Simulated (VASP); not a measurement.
# PtS2 (P-3m1) in VASP: notebook

PtS2 is run at these levels: PBE; tasks: single point.

Program: VASP 6.6.1. These are calculated values, not measurements. Logs are shortened: lines on timing, memory, paths and dates and some standing lists are left out, and cuts for length are marked.

### 1 The cell of the first run

Symmetry: P-3m1, No. 164, trigonal system. The conventional cell has a = 3.800 Å, b = 3.800 Å, c = 5.754 Å, α = 90.00°, β = 90.00°, γ = 120.00°. Within 3.2 Å of Pt (site symmetry -3m) lie 6 S at 2.46 Å. Within 3.2 Å of S (site symmetry 3m) lie 3 Pt at 2.46 Å and 3 S at 3.12 Å.

### 2 Single point, PBE (23.99 Å³/atom)

The input, INCAR:

```
SYSTEM = PtS2
ALGO = Normal ; EDIFF = 1E-6
ENCUT = 520 ; GGA = PE
ISIF = 2 ; ISMEAR = 0
LASPH = .True. ; LCHARG = .False.
LREAL = .False. ; LWAVE = .False.
NBANDS = 18 ; NELM = 60
PREC = Accurate ; SIGMA = 0.05
```

The input, KPOINTS:

```
k-points
0
Gamma
  12 12 6
  0 0 0
```

The input, POSCAR:

```
PtS2
1.0
    3.8002714364      0.0000000000      0.0000000000
   -1.9001357182      3.2911316052      0.0000000000
    0.0000000000      0.0000000000      5.7543710090
Pt S
1 2
Direct
    0.0000000000      0.0000000000      0.0000000000
    0.3333333333      0.6666666667      0.1923961879
    0.6666666667      0.3333333333      0.8076038121
```

Potentials or basis: VASP PAW PBE potentials, release 64 (Pt, S).

Command:

```sh
$ cat potpaw_PBE.64/Pt/POTCAR potpaw_PBE.64/S/POTCAR > POTCAR
$ mpirun -np 1 vasp_std > vasp.out
```

OUTCAR:

```text
SYSTEM = PtS2
   EDIFF = 1E-6
   ENCUT = 520
   GGA = PE
   ISIF = 2
   ISMEAR = 0
   LASPH = .True.
   LREAL = .False.
   NELM = 60
   PREC = Accurate

 ion  position               nearest neighbor table
   1  0.000  0.000  0.000-   2 2.46   3 2.46   3 2.46   2 2.46   3 2.46   2 2.46
   2  0.333  0.667  0.192-   1 2.46   1 2.46   1 2.46
   3  0.667  0.333  0.808-   1 2.46   1 2.46   1 2.46

  LATTYP: Found a hexagonal cell.
 ALAT       =     3.8002714364
 C/A-ratio  =     1.5142000000

  Lattice vectors:

 A1 = (   3.8002714364,   0.0000000000,   0.0000000000)
 A2 = (  -1.9001357182,   3.2911316052,   0.0000000000)
 A3 = (   0.0000000000,   0.0000000000,   5.7543710090)

Analysis of symmetry for initial positions (statically):
=====================================================================
 Subroutine PRICEL returns:
 Original cell was already a primitive cell.

 Routine SETGRP: Setting up the symmetry group for a
 hexagonal supercell.

 Subroutine GETGRP returns: Found 12 space group operations
 (whereof 12 operations were pure point group operations)
 out of a pool of 24 trial point group operations.

The static configuration has the point symmetry D_3d.

Analysis of symmetry for dynamics (positions and initial velocities):
=====================================================================
 Subroutine PRICEL returns:
 Original cell was already a primitive cell.

 Routine SETGRP: Setting up the symmetry group for a
 hexagonal supercell.

 Subroutine GETGRP returns: Found 12 space group operations
 (whereof 12 operations were pure point group operations)
 out of a pool of 24 trial point group operations.

The dynamic configuration has the point symmetry D_3d.

 Subroutine INISYM returns: Found 12 space group operations
 (whereof 12 operations are pure point group operations),
 and found     1 'primitive' translations

----------------------------------------------------------------------------------------

                                     Primitive cell

  volume of cell :      71.9710

  direct lattice vectors                    reciprocal lattice vectors
     3.800271436  0.000000000  0.000000000     0.263139099  0.151923429  0.000000000
    -1.900135718  3.291131605  0.000000000     0.000000000  0.303846859  0.000000000
     0.000000000  0.000000000  5.754371009     0.000000000  0.000000000  0.173780939

  length of vectors
     3.800271436  3.800271436  5.754371009     0.303846859  0.303846859  0.173780939

  position of ions in fractional coordinates (direct lattice)
[... 81 lines left out ...]
   EDIFF  = 0.1E-05   stopping-criterion for ELM
   LREAL  =      F    real-space projection
   EDIFFG = 0.1E-04   stopping-criterion for IOM
   NSW    =      0    number of steps for IOM
   IBRION =     -1    ionic relax: 0-MD 1-quasi-New 2-CG
   NFREE  =      0    steps in history (QN), initial steepest desc. (CG)
   ISIF   =      2    stress and relaxation
   ISYM   =      2    0-nonsym 1-usesym 2-fastsym
   POTIM  = 0.5000    time-step for ionic-motion
   TEBEG  =    0.0;   TEEND  =   0.0 temperature during run
   PSTRESS=    0.0 pullay stress
   NELECT =      22.0000    total number of electrons
   NUPDOWN=      -1.0000    fix difference up-down
   EMIN   =  10.00;   EMAX   =-10.00  energy-range for DOS
   EFERMI =   0.00;   METHOD = LEGACY
   ISMEAR =     0;   SIGMA  =   0.05  broadening in eV -4-tet -1-fermi 0-gaus
   EFERMI_NEDOS =   21; number of points for ismear=-14 and -15
   IALGO  =     38    algorithm
   IMIX   =      4    mixing-type and parameters
     AMIX     =   0.40;   BMIX     =  1.00
     AMIX_MAG =   1.60;   BMIX_MAG =  1.00
  volume/ion in A,a.u.               =      23.99       161.89
  Fermi-wavevector in a.u.,A,eV,Ry     =   1.102799  2.083989 16.546947  1.216166
  Thomas-Fermi vector in A             =   2.239248
   LORBIT       =      0    0 simple, 1 ext, 2 COOP (PROOUT), +10 PAW based schemes
   GGA     = PE    functional components
   LHFCALC =     F    Hartree Fock is set to
   AEXX    =    0.0000 exact exchange contribution
   IVDW    =     0    specifies the selected vdW correction
   LEPSILON=     F    determine dielectric tensor
   LRPA    =     F    only Hartree local field effects (RPA)
 non-spin polarized calculation
 Gauss-broadening in eV      SIGMA  =   0.05
  energy-cutoff  :      520.00
  volume of cell :       71.97
 maximum number of plane-waves:      1959
   NGX = 15   NGY = 15   NGZ = 21

 number of electron      22.0000000 magnetization

 Free energy of the ion-electron system (eV)
  ---------------------------------------------------
  ext. energy  EPLUGINS =         0.00000000
  ---------------------------------------------------
  free energy    TOTEN  =       -15.18632950 eV

  energy without entropy =      -15.18632950  energy(sigma->0) =      -15.18632950

 E-fermi :   3.6444     XC(G=0):  -9.0311

 val. band max:        3.3722795716   @ k =   0.1667   0.0833   0.0000
 cond. band min:       4.2815457010   @ k =   0.0000   0.2500   0.3333
 fundamental gap:      0.9092661294
 Fermi energy:         3.6444074951

 k-point     1 :       0.0000    0.0000    0.0000
  band No.  band energies     occupation
      1     -10.7501      2.00000
      2      -8.2937      2.00000
      3      -2.4974      2.00000
      4      -2.4974      2.00000
      5      -1.7017      2.00000
      6       0.3414      2.00000
[... 481 lines left out ...]
      5      -1.3926      2.00000
      6      -0.1564      2.00000
[... 10 lines left out ...]
     17      12.1415      0.00000
     18      12.6733      0.00000

 [... further k-points ...]

------------------------ aborting loop because EDIFF is reached ----------------------------------------

  FORCE on cell =-STRESS in cart. coord.  units (eV):
  Direction    XX          YY          ZZ          XY          YZ          ZX
  --------------------------------------------------------------------------------------
  -------------------------------------------------------------------------------------
  Total       -4.4846238     -4.4846238     -0.0929723      0.0000000      0.0000000      0.0000000
  in kB      -99.8340933    -99.8340933     -2.0696964      0.0000000      0.0000000      0.0000000
  external PRESSURE =     -67.2459610 kB  Pullay stress =       0.0000000 kB

 VOLUME and BASIS-vectors are now :
 -----------------------------------------------------------------------------
  energy-cutoff  :      520.00
  volume of cell :       71.97
      direct lattice vectors                 reciprocal lattice vectors
     3.800271436  0.000000000  0.000000000     0.263139099  0.151923429  0.000000000
    -1.900135718  3.291131605  0.000000000     0.000000000  0.303846859  0.000000000
     0.000000000  0.000000000  5.754371009     0.000000000  0.000000000  0.173780939

 POSITION                                       TOTAL-FORCE (eV/Angst)
 -----------------------------------------------------------------------------------
      0.00000      0.00000      0.00000        -0.000000      0.000000      0.000000
     -0.00000      2.19409      1.10712        -0.000000      0.000000     -0.023248
      1.90014      1.09704      4.64725         0.000000     -0.000000      0.023248
 -----------------------------------------------------------------------------------
    total drift:                               -0.000000     -0.000000     -0.000000

  FREE ENERGIE OF THE ION-ELECTRON SYSTEM (eV)
  ---------------------------------------------------
  free  energy   TOTEN  =       -15.1863294977 eV

  energy  without entropy=      -15.1863294977  energy(sigma->0) =      -15.18632950
```

OSZICAR:

```text
N       E                     dE             d eps       ncg     rms          rms(c)
DAV:   1     0.112040285427E+03    0.11204E+03   -0.99066E+03  3640   0.105E+03
DAV:   2    -0.102847249797E+02   -0.12233E+03   -0.11810E+03  4538   0.209E+02
DAV:   3    -0.165093408733E+02   -0.62246E+01   -0.61750E+01  4556   0.484E+01
DAV:   4    -0.165913024192E+02   -0.81962E-01   -0.81899E-01  4670   0.603E+00
DAV:   5    -0.165930765260E+02   -0.17741E-02   -0.17739E-02  4556   0.865E-01    0.147E+01
DAV:   6    -0.156041695878E+02    0.98891E+00   -0.76365E+00  3736   0.256E+01    0.109E+01
DAV:   7    -0.151986266890E+02    0.40554E+00   -0.15761E+00  3736   0.120E+01    0.504E+00
DAV:   8    -0.151916717081E+02    0.69550E-02   -0.12384E-01  3988   0.206E+00    0.123E+00
DAV:   9    -0.151861382122E+02    0.55335E-02   -0.14222E-02  4172   0.116E+00    0.320E-01
DAV:  10    -0.151862449984E+02   -0.10679E-03   -0.24325E-03  4420   0.279E-01    0.956E-02
DAV:  11    -0.151863211860E+02   -0.76188E-04   -0.15287E-04  4184   0.105E-01    0.381E-02
DAV:  12    -0.151863277381E+02   -0.65521E-05   -0.21366E-05  4482   0.376E-02    0.118E-02
DAV:  13    -0.151863293142E+02   -0.15761E-05   -0.35104E-06  4078   0.125E-02    0.307E-03
DAV:  14    -0.151863294977E+02   -0.18349E-06   -0.42183E-07  3630   0.568E-03
   1 F= -.15186329E+02 E0= -.15186329E+02  d E =-.538223E-16
```

stdout:

```text
POSCAR found type information on POSCAR PtS
 POSCAR found :  2 types and       3 ions
 scaLAPACK will be used
 LDA part: xc-table for (Slater+PW92), standard interpolation
 POSCAR, INCAR and KPOINTS ok, starting setup
 FFT: planning ... GRIDC
 FFT: planning ... GRID_SOFT
 FFT: planning ... GRID
 WAVECAR not read
 entering main loop
```

It took 71 s on 1 thread of AMD EPYC 7R13 (Zen 3), shared host; peak memory 0.24 GiB.

What came out:

| Property | Result |
| --- | --- |
| Free energy | -15.1863 eV |
| Pressure | -6.7 GPa |
| Largest force | 0.023 eV/Å |
| Band gap on the k mesh | 0.91 eV (least direct gap 0.94 eV) |

Forces on the atoms (eV/Å):
```
Pt   0.000  0.000  0.000
S    0.000  0.000 -0.023
S    0.000  0.000  0.023
```

Levels at points of the mesh, in eV from the valence-band top:
| k point | band 9 | band 10 | band 11 | band 12 | band 13 | band 14 |
| --- | --- | --- | --- | --- | --- | --- |
| (0.00, 0.00, 0.00) | -0.96 | -0.96 | -0.36 | 2.39 | 2.39 | 4.54 |
| (0.50, 0.00, 0.00) | -2.63 | -1.86 | -1.62 | 1.65 | 2.42 | 5.11 |
| (0.00, 0.00, 0.50) | -0.99 | -0.99 | -0.81 | 2.48 | 2.48 | 5.65 |
| (0.50, 0.00, 0.50) | -2.61 | -1.96 | -1.07 | 1.72 | 2.24 | 5.12 |

Caveat: the stress differs along the axes, from -10 to -0 GPa; spin-orbit coupling is left out, which moves the levels of the heavy elements; this functional lacks dispersion, which binds layers or chains, so the pressure and a relaxed spacing across them are unreliable. A k mesh can miss the band edges.

### 3 Single point, PBE (23.99 Å³/atom)

The input, INCAR:

```
ALGO = Normal
EDIFF = 1E-7
ENCUT = 520
GGA = PE
ISIF = 2
ISMEAR = 0
LASPH = T
LCHARG = T
LELF = T
LREAL = F
LVHAR = T
LWAVE = F
NBANDS = 18
NELM = 100
PREC = Accurate
SIGMA = 0.05
```

The input, KPOINTS:

```
k-points
0
Gamma
  12 12 6
```

The input, POSCAR:

```
PtS2
1.0
    3.3660711220      0.0000000000      0.0000000000
   -1.6830355610      2.9151031026      0.0000000000
    0.0000000000      0.0000000000      7.3346689747
Pt S
1 2
Direct
    0.0000000000      0.0000000000      0.0000000000
    0.3333333333      0.6666666667      0.1844550507
    0.6666666667      0.3333333333      0.8155449493
```

Potentials or basis: VASP PAW PBE potentials, release 64 (Pt, S).

Command:

```sh
$ cat potpaw_PBE.64/Pt/POTCAR potpaw_PBE.64/S/POTCAR > POTCAR
$ mpirun -np 1 vasp_std > vasp.out
```

Wall time 1.9 min (1 thread of AMD EPYC 7R13 (Zen 3), shared host); peak memory 0.25 GiB.

Results (log left out):

| Quantity | Value |
| --- | --- |
| Free energy | -15.1962 eV |
| Pressure | 6.3 GPa |
| Largest force | 0.047 eV/Å |
| Band gap on the k mesh | 1.48 eV (least direct gap 1.78 eV) |

Forces on the atoms (eV/Å):
```
Pt   0.000  0.000  0.000
S    0.000  0.000 -0.047
S    0.000  0.000  0.047
```

Stress tensor (GPa, compression positive):
```
 9.64  0.00  0.00
 0.00  9.64  0.00
 0.00  0.00 -0.38
```

Levels at points of the mesh, in eV from the valence-band top:
```tsv
k point	band 7	band 8	band 9	band 10	band 11	band 12	band 13	band 14	band 15	band 16
(0.00, 0.00, 0.00)	-3.17	-1.54	-1.17	-0.09	-0.09	3.14	3.14	5.23	6.30	8.92
(0.50, 0.00, 0.00)	-2.58	-2.10	-2.05	-1.74	-1.52	2.89	2.92	5.36	6.48	8.55
(0.00, 0.00, 0.50)	-3.17	-1.55	-1.37	-0.09	-0.09	3.14	3.14	5.96	6.94	7.15
(0.50, 0.00, 0.50)	-2.61	-2.10	-1.95	-1.74	-1.52	2.86	3.05	5.12	6.21	7.68
```

Caveat: the stress differs along the axes, from -0 to 10 GPa; spin-orbit coupling is left out, which moves the levels of the heavy elements; this functional lacks dispersion, which binds layers or chains, so the pressure and a relaxed spacing across them are unreliable. A k mesh can miss the band edges.

[end of part 1 of 2]
